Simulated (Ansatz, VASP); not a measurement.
## One calculation of Al3InAs4, two programs

```xyz
8
Lattice="4.1424 0.0000 0.0000 0.0000 4.1424 0.0000 0.0000 0.0000 11.5793" Properties=species:S:1:pos:R:3 pbc="T T T"
Al    0.0000    0.0000    8.5764
Al    2.0712    2.0712    5.7896
Al    0.0000    0.0000    3.0029
In    2.0712    2.0712    0.0000
As    2.0712    0.0000    7.1829
As    0.0000    2.0712    4.3964
As    2.0712    0.0000    1.6335
As    0.0000    2.0712    9.9458
```

Alike in both runs: functional PBE; k mesh 4 × 4 × 2; occupations gaussian, width 0.1 eV; no spin polarisation.

Ansatz relaxed the structure, and its values are those at the end. VASP's run is a single point on that final structure, the one shown.

```csv
,VASP,Ansatz
version,VASP 6.6.1,Ansatz 0.2.0
potentials or method,"VASP PAW PBE potentials, release 64 (Al, In_d, As), cutoff 520 eV","scalar-relativistic, plane waves, PAW"
valence electrons in the cell,42,82
```

```csv
,VASP,Ansatz,Ansatz less VASP
gap on the k mesh at the Fermi level (eV),1.06,1.06,-0.004
least direct gap on the mesh (eV),1.06,1.06,-0.004
pressure (GPa),0.2,0.1,-0.12
rms of the force components (eV/Å),0.003,0.004,+0.0010
```

VASP's potentials hold 42 valence electrons a cell and Ansatz's 82, so a difference there can come from the potentials and not from the codes.
